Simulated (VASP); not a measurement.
# Cd (P6_3/mmc) in VASP: single point with LDA

Aim: the single point of Cd with LDA.

All numbers are computed with VASP 6.6.1; they aren't measurements. Logs are shortened: lines on timing, memory, paths and dates and some standing lists are left out, and cuts for length are marked.

## Step 1: The cell of the first run

Symmetry: P6_3/mmc, No. 194, hexagonal system. Conventional cell: a = 2.906 Å, b = 2.906 Å, c = 5.481 Å, α = 90.00°, β = 90.00°, γ = 120.00°. Within 3.8 Å of Cd (site symmetry -6m2) lie 12 Cd at 2.91 to 3.21 Å.

## Step 2: Single point, LDA

The input, INCAR:

```
SYSTEM = Cd
PREC = Accurate
ENCUT = 520
EDIFF = 1E-6
ISMEAR = 0
SIGMA = 0.05
LREAL = .False.
LASPH = .True.
NELM = 80
ALGO = Normal
ISIF = 2
LWAVE = .False.
LCHARG = .True.
GGA = CA
LELF = .True.
LVHAR = .True.
NBANDS = 19
```

The input, KPOINTS:

```
Automatic mesh
0
Gamma
  16 16 7
  0 0 0
```

The input, POSCAR:

```
Cd
1.0
    2.9064826401      0.0000000000      0.0000000000
   -1.4532413200      2.5170878020      0.0000000000
    0.0000000000      0.0000000000      5.4811395655
Cd
2
Direct
    0.3333333333      0.6666666667      0.2500000000
    0.6666666667      0.3333333333      0.7500000000
```

Potentials or basis: VASP PAW LDA potentials, release 64 (Cd).

Started as:

```console
> cat potpaw_LDA.64/Cd/POTCAR > POTCAR
> mpirun -np 1 vasp_std > vasp.out
```

OUTCAR:

```text
SYSTEM = Cd
   PREC = Accurate
   ENCUT = 520
   EDIFF = 1E-6
   ISMEAR = 0
   LREAL = .False.
   LASPH = .True.
   NELM = 80
   ISIF = 2
   GGA = CA

 ion  position               nearest neighbor table
   1  0.333  0.667  0.250-   2 3.21   2 3.21   2 3.21   2 3.21   2 3.21   2 3.21
   2  0.667  0.333  0.750-   1 3.21   1 3.21   1 3.21   1 3.21   1 3.21   1 3.21

  LATTYP: Found a hexagonal cell.
 ALAT       =     2.9064826401
 C/A-ratio  =     1.8858325489

  Lattice vectors:

 A1 = (   2.9064826401,   0.0000000000,   0.0000000000)
 A2 = (  -1.4532413200,   2.5170878020,   0.0000000000)
 A3 = (   0.0000000000,   0.0000000000,   5.4811395655)

Analysis of symmetry for initial positions (statically):
=====================================================================
 Subroutine PRICEL returns:
 Original cell was already a primitive cell.

 Routine SETGRP: Setting up the symmetry group for a
 hexagonal supercell.

 Subroutine GETGRP returns: Found 24 space group operations
 (whereof 12 operations were pure point group operations)
 out of a pool of 24 trial point group operations.

The static configuration has the point symmetry D_3d.
 The point group associated with its full space group is D_6h.

Analysis of symmetry for dynamics (positions and initial velocities):
=====================================================================
 Subroutine PRICEL returns:
 Original cell was already a primitive cell.

 Routine SETGRP: Setting up the symmetry group for a
 hexagonal supercell.

 Subroutine GETGRP returns: Found 24 space group operations
 (whereof 12 operations were pure point group operations)
 out of a pool of 24 trial point group operations.

The dynamic configuration has the point symmetry D_3d.
 The point group associated with its full space group is D_6h.

 Subroutine INISYM returns: Found 24 space group operations
 (whereof 12 operations are pure point group operations),
 and found     1 'primitive' translations

----------------------------------------------------------------------------------------

                                     Primitive cell

  volume of cell :      40.0993

  direct lattice vectors                    reciprocal lattice vectors
     2.906482640  0.000000000  0.000000000     0.344058480  0.198642256  0.000000000
    -1.453241320  2.517087802  0.000000000     0.000000000  0.397284512  0.000000000
[... 76 lines left out ...]
   PREC   = accura    normal or accurate (medium, high low for compatibility)
   ISTART =      0    job   : 0-new  1-cont  2-samecut
   ICHARG =      2    charge: 1-file 2-atom 10-const
   ISPIN  =      1    spin polarized calculation?
   LNONCOLLINEAR =      F non collinear calculations
   LSORBIT =      F    spin-orbit coupling
   LASPH  =      T    aspherical Exc in radial PAW
   ENCUT  =  520.0 eV  38.22 Ry    6.18 a.u.   5.40  5.40 10.19*2*pi/ulx,y,z
   NELM   =     80;   NELMIN=  2; NELMDL= -5     # of ELM steps
   EDIFF  = 0.1E-05   stopping-criterion for ELM
   LREAL  =      F    real-space projection
   EDIFFG = 0.1E-04   stopping-criterion for IOM
   NSW    =      0    number of steps for IOM
   IBRION =     -1    ionic relax: 0-MD 1-quasi-New 2-CG
   NFREE  =      0    steps in history (QN), initial steepest desc. (CG)
   ISIF   =      2    stress and relaxation
   ISYM   =      2    0-nonsym 1-usesym 2-fastsym
   POTIM  = 0.5000    time-step for ionic-motion
   TEBEG  =    0.0;   TEEND  =   0.0 temperature during run
   PSTRESS=    0.0 pullay stress
   NELECT =      24.0000    total number of electrons
   NUPDOWN=      -1.0000    fix difference up-down
   EMIN   =  10.00;   EMAX   =-10.00  energy-range for DOS
   EFERMI =   0.00;   METHOD = LEGACY
   ISMEAR =     0;   SIGMA  =   0.05  broadening in eV -4-tet -1-fermi 0-gaus
   EFERMI_NEDOS =   21; number of points for ismear=-14 and -15
   IALGO  =     38    algorithm
   IMIX   =      4    mixing-type and parameters
     AMIX     =   0.40;   BMIX     =  1.00
     AMIX_MAG =   1.60;   BMIX_MAG =  1.00
  volume/ion in A,a.u.               =      20.05       135.30
  Fermi-wavevector in a.u.,A,eV,Ry     =   1.379642  2.607144 25.897475  1.903411
  Thomas-Fermi vector in A             =   2.504592
   LORBIT       =      0    0 simple, 1 ext, 2 COOP (PROOUT), +10 PAW based schemes
   GGA     = CA    functional components
   LHFCALC =     F    Hartree Fock is set to
   AEXX    =    0.0000 exact exchange contribution
   IVDW    =     0    specifies the selected vdW correction
   LEPSILON=     F    determine dielectric tensor
   LRPA    =     F    only Hartree local field effects (RPA)
 non-spin polarized calculation
 Gauss-broadening in eV      SIGMA  =   0.05
  energy-cutoff  :      520.00
  volume of cell :       40.10
 maximum number of plane-waves:      1103
 NGX is ok and might be reduce to    24
   NGX = 11   NGY = 11   NGZ = 21

 number of electron      24.0000014 magnetization

 Free energy of the ion-electron system (eV)
  ---------------------------------------------------
  ext. energy  EPLUGINS =         0.00000000
  ---------------------------------------------------
  free energy    TOTEN  =        -3.04225601 eV

  energy without entropy =       -3.04118582  energy(sigma->0) =       -3.04172091

 E-fermi :   3.3067     XC(G=0): -11.7667

 val. band max:        3.2891131413   @ k =   0.3125   0.1250   0.0000
 cond. band min:       3.3230689609   @ k =   0.3750   0.2500   0.4286
 fundamental gap:      0.0339558197
 Fermi energy:         3.3066992955

 k-point     1 :       0.0000    0.0000    0.0000
  band No.  band energies     occupation
      1      -6.9086      2.00000
      2      -6.6215      2.00000
      3      -6.1231      2.00000
      4      -6.1231      2.00000
      5      -6.0858      2.00000
      6      -6.0616      2.00000
[... 505 lines left out ...]
      6      -5.7625      2.00000
[... 11 lines left out ...]
     18      13.2886      0.00000
     19      14.1202      0.00000

 [... further k-points ...]
[... 5 lines left out ...]
  --------------------------------------------------------------------------------------
  -------------------------------------------------------------------------------------
  Total        0.2564046      0.2564046      0.0115701      0.0000000     -0.0000000      0.0000000
  in kB       10.2447042     10.2447042      0.4622868      0.0000000     -0.0000000      0.0000000
  external PRESSURE =       6.9838984 kB  Pullay stress =       0.0000000 kB

 VOLUME and BASIS-vectors are now :
 -----------------------------------------------------------------------------
  energy-cutoff  :      520.00
  volume of cell :       40.10
      direct lattice vectors                 reciprocal lattice vectors
     2.906482640  0.000000000  0.000000000     0.344058480  0.198642256  0.000000000
    -1.453241320  2.517087802  0.000000000     0.000000000  0.397284512  0.000000000
     0.000000000  0.000000000  5.481139566     0.000000000  0.000000000  0.182443813

 POSITION                                       TOTAL-FORCE (eV/Angst)
 -----------------------------------------------------------------------------------
     -0.00000      1.67806      1.37028         0.000000      0.000000      0.000000
      1.45324      0.83903      4.11085        -0.000000     -0.000000      0.000000
 -----------------------------------------------------------------------------------
    total drift:                               -0.000000      0.000000      0.000000

  FREE ENERGIE OF THE ION-ELECTRON SYSTEM (eV)
  ---------------------------------------------------
  free  energy   TOTEN  =        -3.0422560131 eV

  energy  without entropy=       -3.0411858158  energy(sigma->0) =       -3.04172091
```

OSZICAR:

```text
N       E                     dE             d eps       ncg     rms          rms(c)
DAV:   1     0.183713583918E+03    0.18371E+03   -0.13252E+04  4560   0.129E+03
DAV:   2     0.938852915924E+00   -0.18277E+03   -0.17570E+03  4725   0.342E+02
DAV:   3    -0.320999475548E+01   -0.41488E+01   -0.41401E+01  5209   0.593E+01
DAV:   4    -0.321802552494E+01   -0.80308E-02   -0.80302E-02  5045   0.250E+00
DAV:   5    -0.321805083609E+01   -0.25311E-04   -0.25311E-04  5042   0.137E-01    0.557E+00
DAV:   6    -0.306227847695E+01    0.15577E+00   -0.32140E-01  5009   0.722E+00    0.425E+00
DAV:   7    -0.304465868407E+01    0.17620E-01   -0.32477E-02  5099   0.167E+00    0.183E+00
DAV:   8    -0.304224059918E+01    0.24181E-02   -0.42864E-03  4843   0.850E-01    0.958E-02
DAV:   9    -0.304224915468E+01   -0.85555E-05   -0.16532E-05  5201   0.457E-02    0.385E-02
DAV:  10    -0.304225603489E+01   -0.68802E-05   -0.56982E-06  4959   0.259E-02    0.285E-03
DAV:  11    -0.304225601314E+01    0.21745E-07   -0.11821E-07  2616   0.364E-03
   1 F= -.30422560E+01 E0= -.30417209E+01  d E =-.107020E-02
```

Wall time 23 s (1 thread of Intel Xeon 6975P-C (Granite Rapids), shared host); peak memory 0.19 GiB.

Results:

* Free energy: -3.0423 eV
* Pressure: 0.7 GPa
* Band gap on the k mesh: zero (band 12 reaches 4.30 eV, above the bottom of band 13 at 0.28 eV)
